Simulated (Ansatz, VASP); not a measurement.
# SiC: VASP beside Ansatz

File INCAR:

```
  ALGO = Normal
  EDIFF = 1E-6
  ENCUT = 520
  GGA = PE
  ISIF = 2
  ISMEAR = -1
  LASPH = True
  LCHARG = False
  LREAL = False
  LWAVE = False
  NBANDS = 16
  NELM = 60
  PREC = Accurate
  SIGMA = 0.05
```

The input KPOINTS:

```
k-points
0
Gamma
  6 6 4
```

File POSCAR:

```
SiC
1.0
    3.0760000000      0.0000000000      0.0000000000
   -1.5380000000      2.6638940000      0.0000000000
    0.0000000000      0.0000000000      5.0480000000
Si C
2 2
Direct
    0.3333333333      0.6666666667      0.0000000000
    0.6666666667      0.3333333333      0.5000000000
    0.3333333333      0.6666666667      0.3850000000
    0.6666666667      0.3333333333      0.8850000000
```

Input for Ansatz:

```yaml
crystal:
  lattice:
    - [3.076, 0.0, 0.0]
    - [-1.538, 2.663894, 0.0]
    - [0.0, 0.0, 5.048]
  atoms:
    - { symbol: Si, position: [0.3333333333333333, 0.6666666666666666, 0.0] }
    - { symbol: Si, position: [0.6666666666666666, 0.3333333333333333, 0.5] }
    - { symbol: C, position: [0.3333333333333333, 0.6666666666666666, 0.385] }
    - { symbol: C, position: [0.6666666666666666, 0.3333333333333333, 0.885] }
kpoints:
  mp_grid:
    grid: [6, 6, 4]
hamiltonian:
  xc: pbe
scf:
  occupations:
    method: fermi_dirac
    width: 0.05
output:
  stress: true
```

Alike in both runs: task single point; functional PBE; k mesh 6 × 6 × 4; occupations fermi-dirac, width 0.05 eV; no spin polarisation.

```csv
,VASP,Ansatz
version,VASP 6.6.1,Ansatz 0.2.0
potentials or method,"VASP PAW PBE potentials, release 64 (Si, C)","plane waves, PAW"
plane-wave cutoff (eV),520,420
valence electrons in the cell,16,16
```

```csv
,VASP,Ansatz,Ansatz less VASP
pressure (GPa),3.6,3.7,+0.05
"traceless stress, the component that is largest in VASP (GPa)",-3.32,-3.34,-0.024
```
